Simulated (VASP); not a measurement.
# SnO (P4/nmm) in VASP: vibrations by perturbation theory with PBEsol

Aim: the vibrations by perturbation theory of SnO with PBEsol.

Program: VASP 6.6.1. These are calculated values, not measurements. Logs are shortened: lines on timing, memory, paths and dates and some standing lists are left out, and cuts for length are marked.

## 1. The cell of the first run

Symmetry: P4/nmm, No. 129, tetragonal system. The conventional cell has a = 3.804 Å, b = 3.804 Å, c = 4.751 Å, α = 90.00°, β = 90.00°, γ = 90.00°. Sn (site symmetry 4mm) has 4 O at 2.22 Å within 2.9 Å. Within 2.9 Å of O (site symmetry -4m2) lie 4 Sn at 2.22 Å and 4 O at 2.69 Å.

## 2. Vibrations by perturbation theory, PBEsol

INCAR

```
SYSTEM = SnO
  PREC = Accurate
  ENCUT = 520
  EDIFF = 1E-8
  ISMEAR = 0
  SIGMA = 0.15
  LREAL = .False.
  LASPH = .True.
  NELM = 80
  ALGO = Normal
  ISIF = 2
  LWAVE = .False.
  LCHARG = .False.
  GGA = PS
  IBRION = 8
  NSW = 1
```

KPOINTS

```
Automatic mesh
0
Gamma
  10 10 8
  0 0 0
```

POSCAR

```
SnO
1.0
    3.8042540590      0.0000000000      0.0000000000
    0.0000000000      3.8042540590      0.0000000000
    0.0000000000      0.0000000000      4.7505758552
Sn O
2 2
Direct
    0.0000000000      0.5000000000      0.2424656074
    0.5000000000      0.0000000000      0.7575343926
    0.0000000000      0.0000000000      0.0000000000
    0.5000000000      0.5000000000      0.0000000000
```

Potentials or basis: VASP PAW PBE potentials, release 64 (Sn_d, O).

The run is started by

```bash
$ cat potpaw_PBE.64/Sn_d/POTCAR potpaw_PBE.64/O/POTCAR > POTCAR
$ mpirun -np 1 vasp_std > vasp.out
```

OUTCAR:

```text
SYSTEM = SnO
   PREC = Accurate
   ENCUT = 520
   EDIFF = 1E-8
   ISMEAR = 0
   LREAL = .False.
   LASPH = .True.
   NELM = 80
   ISIF = 2
   GGA = PS
   IBRION = 8
   NSW = 1

 ion  position               nearest neighbor table
   1  0.000  0.500  0.242-   3 2.22   4 2.22   3 2.22   4 2.22   2 3.54   2 3.54   2 3.54   2 3.54
                             2 3.64   2 3.64   2 3.64   2 3.64
   2  0.500  0.000  0.758-   3 2.22   4 2.22   4 2.22   3 2.22   1 3.54   1 3.54   1 3.54   1 3.54
                             1 3.64   1 3.64   1 3.64   1 3.64
   3  0.000  0.000  0.000-   1 2.22   2 2.22   1 2.22   2 2.22
   4  0.500  0.500  0.000-   1 2.22   2 2.22   2 2.22   1 2.22

  LATTYP: Found a simple tetragonal cell.
 ALAT       =     3.8042540590
 C/A-ratio  =     1.2487535747

  Lattice vectors:

 A1 = (   3.8042540590,   0.0000000000,   0.0000000000)
 A2 = (   0.0000000000,   3.8042540590,   0.0000000000)
 A3 = (   0.0000000000,   0.0000000000,   4.7505758552)

Analysis of symmetry for initial positions (statically):
=====================================================================
 Subroutine PRICEL returns:
 Original cell was already a primitive cell.

 Routine SETGRP: Setting up the symmetry group for a
 simple tetragonal supercell.

 Subroutine GETGRP returns: Found 16 space group operations
 (whereof  8 operations were pure point group operations)
 out of a pool of 16 trial point group operations.

The static configuration has the point symmetry D_2d.
 The point group associated with its full space group is D_4h.

Analysis of symmetry for dynamics (positions and initial velocities):
=====================================================================
 Subroutine PRICEL returns:
 Original cell was already a primitive cell.

 Routine SETGRP: Setting up the symmetry group for a
 simple tetragonal supercell.

 Subroutine GETGRP returns: Found 16 space group operations
 (whereof  8 operations were pure point group operations)
 out of a pool of 16 trial point group operations.

The dynamic configuration has the point symmetry D_2d.
 The point group associated with its full space group is D_4h.

 Subroutine INISYM returns: Found 16 space group operations
 (whereof  8 operations are pure point group operations),
 and found     1 'primitive' translations

----------------------------------------------------------------------------------------

                                     Primitive cell

  volume of cell :      68.7520

  direct lattice vectors                    reciprocal lattice vectors
     3.804254059  0.000000000  0.000000000     0.262863622  0.000000000  0.000000000
     0.000000000  3.804254059  0.000000000     0.000000000  0.262863622  0.000000000
     0.000000000  0.000000000  4.750575855     0.000000000  0.000000000  0.210500796

  length of vectors
     3.804254059  3.804254059  4.750575855     0.262863622  0.262863622  0.210500796

  position of ions in fractional coordinates (direct lattice)
     0.000000000  0.500000000  0.242465607
[... 123 lines left out ...]

 Free energy of the ion-electron system (eV)
  ---------------------------------------------------
  ext. energy  EPLUGINS =         0.00000000
  ---------------------------------------------------
  free energy    TOTEN  =       -24.21517728 eV

  energy without entropy =      -24.21357392  energy(sigma->0) =      -24.21437560

 E-fermi :   7.3073     XC(G=0): -10.5985

 val. band max:        7.2310720447   @ k =   0.1000   0.0000   0.0000
 cond. band min:       7.3863191472   @ k =   0.5000   0.5000   0.1250
 fundamental gap:      0.1552471025
 Fermi energy:         7.3072581191

 k-point     1 :       0.0000    0.0000    0.0000
  band No.  band energies     occupation
      1     -14.7058      2.00000
      2     -14.2608      2.00000
      3     -14.2608      2.00000
      4     -14.2499      2.00000
      5     -14.2082      2.00000
      6     -14.2059      2.00000
[... 637 lines left out ...]
     23      11.6077      0.00000
     24      12.4986      0.00000

 [... further k-points ...]
[... 5 lines left out ...]
  --------------------------------------------------------------------------------------
  -------------------------------------------------------------------------------------
  Total        0.1317670      0.1317670      0.1380145      0.0000000      0.0000000      0.0000000
  in kB        3.0706609      3.0706609      3.2162519      0.0000000      0.0000000      0.0000000
  external PRESSURE =       3.1191912 kB  Pullay stress =       0.0000000 kB

 VOLUME and BASIS-vectors are now :
 -----------------------------------------------------------------------------
  energy-cutoff  :      520.00
  volume of cell :       68.75
      direct lattice vectors                 reciprocal lattice vectors
     3.804254059  0.000000000  0.000000000     0.262863622  0.000000000  0.000000000
     0.000000000  3.804254059  0.000000000     0.000000000  0.262863622  0.000000000
     0.000000000  0.000000000  4.750575855     0.000000000  0.000000000  0.210500796

 POSITION                                       TOTAL-FORCE (eV/Angst)
 -----------------------------------------------------------------------------------
      0.00000      1.90213      1.15185        -0.000000      0.000000      0.103904
      1.90213      0.00000      3.59872         0.000000      0.000000     -0.103904
      0.00000      0.00000      0.00000         0.000000     -0.000000      0.000000
      1.90213      1.90213      0.00000         0.000000      0.000000      0.000000
 -----------------------------------------------------------------------------------
    total drift:                                0.000000      0.000000      0.000000

  FREE ENERGIE OF THE ION-ELECTRON SYSTEM (eV)
  ---------------------------------------------------
  free  energy   TOTEN  =       -24.2151772785 eV

  energy  without entropy=      -24.2135739170  energy(sigma->0) =      -24.21437560

[... ionic steps 2 to 9 ...]

--------------------------------------- Ionic step       10  -------------------------------------------

------------------------ aborting loop because EDIFF is reached ----------------------------------------

[... ionic steps 11 to 11 ...]

--------------------------------------- Ionic step       12  -------------------------------------------

 Free energy of the ion-electron system (eV)
  ---------------------------------------------------
  ---------------------------------------------------
  free energy    TOTEN  =        -0.37055723 eV

  energy without entropy =       -0.37055723

------------------------ aborting loop because EDIFF is reached ----------------------------------------

 INTERNAL STRAIN TENSOR  FOR ION    3  DIRECTION 3   (eV/Angst):
 -----------------------------------------------------------------------------
    -6.80169  0.00000  0.00000
     0.00000  6.75426  0.00000
     0.00000  0.00000  0.03727

 INTERNAL STRAIN TENSOR FOR ION    4 for displacements in x,y,z  (eV/Angst):
          X           Y           Z          XY          YZ          ZX
  --------------------------------------------------------------------------------
  x     0.00000     0.00000     0.00000     0.00000     0.00000     4.20712
  y     0.00000     0.00000     0.00000     0.00000    -3.71146     0.00000
  z     6.77798    -6.77798     0.00000     0.00000     0.00000     0.00000

 SECOND DERIVATIVES (NOT SYMMETRIZED)
 ------------------------------------
               1X          1Y          1Z          2X          2Y          2Z          3X          3Y          3Z          4X          4Y          4Z
  1X    -4.863431    0.000000    0.000000    1.112459    0.000000    0.000000    0.903135    0.000000    0.000000    2.847836    0.000000    0.000000
  1Y     0.000000   -4.863431    0.000000    0.000000    1.112459    0.000000    0.000000    2.847836    0.000000    0.000000    0.903135    0.000000
  1Z     0.000000    0.000000  -12.882200    0.000000    0.000000    5.931845    0.000000    0.000000    3.475177    0.000000    0.000000    3.475177
  2X     1.112459    0.000000    0.000000   -4.863431    0.000000    0.000000    2.847836    0.000000    0.000000    0.903135    0.000000    0.000000
  2Y     0.000000    1.112459    0.000000    0.000000   -4.863431    0.000000    0.000000    0.903135    0.000000    0.000000    2.847836    0.000000
  2Z     0.000000    0.000000    5.931845    0.000000    0.000000  -12.882200    0.000000    0.000000    3.475177    0.000000    0.000000    3.475177
  3X     0.925051    0.000000    0.000000    2.855931    0.000000    0.000000   -8.131027    0.000000    0.000000    4.350045    0.000000    0.000000
  3Y     0.000000    2.855931    0.000000    0.000000    0.925051    0.000000    0.000000   -8.131027    0.000000    0.000000    4.350045    0.000000
  3Z     0.000000    0.000000    3.487384    0.000000    0.000000    3.487384    0.000000    0.000000   -7.078453    0.000000    0.000000    0.103685
  4X     2.855931    0.000000    0.000000    0.925051    0.000000    0.000000    4.350045    0.000000    0.000000   -8.131027    0.000000    0.000000
  4Y     0.000000    0.925051    0.000000    0.000000    2.855931    0.000000    0.000000    4.350045    0.000000    0.000000   -8.131027    0.000000
  4Z     0.000000    0.000000    3.487384    0.000000    0.000000    3.487384    0.000000    0.000000    0.103685    0.000000    0.000000   -7.078453

 Eigenvectors and eigenvalues of the dynamical matrix
 ----------------------------------------------------

   1 f  =   13.831420 THz    86.905375 2PiTHz  461.366509 cm-1    57.202131 meV
             X         Y         Z           dx          dy          dz
      0.000000  1.902127  1.151851    -0.033394   -0.026846    0.000000
      1.902127  0.000000  3.598725     0.033394    0.026846    0.000000
      0.000000  0.000000  0.000000    -0.550092    0.442225   -0.000000
      1.902127  1.902127  0.000000     0.550092   -0.442225   -0.000000
[... 71 lines left out ...]
  12 f/i=    0.010399 THz     0.065339 2PiTHz    0.346872 cm-1     0.043007 meV
             X         Y         Z           dx          dy          dz
      0.000000  1.902127  1.151851    -0.657182   -0.095606   -0.000000
      1.902127  0.000000  3.598725    -0.657182   -0.095606   -0.000000
      0.000000  0.000000  0.000000    -0.240311   -0.034960   -0.000000
      1.902127  1.902127  0.000000    -0.240311   -0.034960   -0.000000

--------------------------------------------------------------------------------------------------------

 ELASTIC MODULI CONTR FROM IONIC RELAXATION (kBar)
 Direction    XX          YY          ZZ          XY          YZ          ZX
 --------------------------------------------------------------------------------
 XX        -641.8714    -45.6172   -524.3808      0.0000     -0.0000     -0.0000
 YY         -45.6172   -641.8714   -524.3808      0.0000     -0.0000     -0.0000
 ZZ        -524.3808   -524.3808   -799.9413      0.0000     -0.0000     -0.0000
 XY           0.0000      0.0000      0.0000      0.0000      0.0000      0.0000
 YZ          -0.0000     -0.0000     -0.0000      0.0000   -242.1984      0.0000
 ZX          -0.0000     -0.0000     -0.0000      0.0000      0.0000   -321.4033
 --------------------------------------------------------------------------------
```

Run time: 34 min. Hardware: 1 thread of Oxide Virtual Turin-like, shared host; peak memory 0.83 GiB.

Results:

```
Highest phonon frequency at Γ, LO-TO splitting left out : 461 cm⁻¹
```

Phonon frequencies in cm⁻¹ (negative: imaginary):
```csv
q point,frequencies
"(0.000, 0.000, 0.000)",0 0 0 114 114 208 270 270 349 367 461 461
```

Caveat: the PAW data sets were made with another functional, which shifts forces and pressure a little; spin-orbit coupling is left out, which moves the levels of the heavy elements.
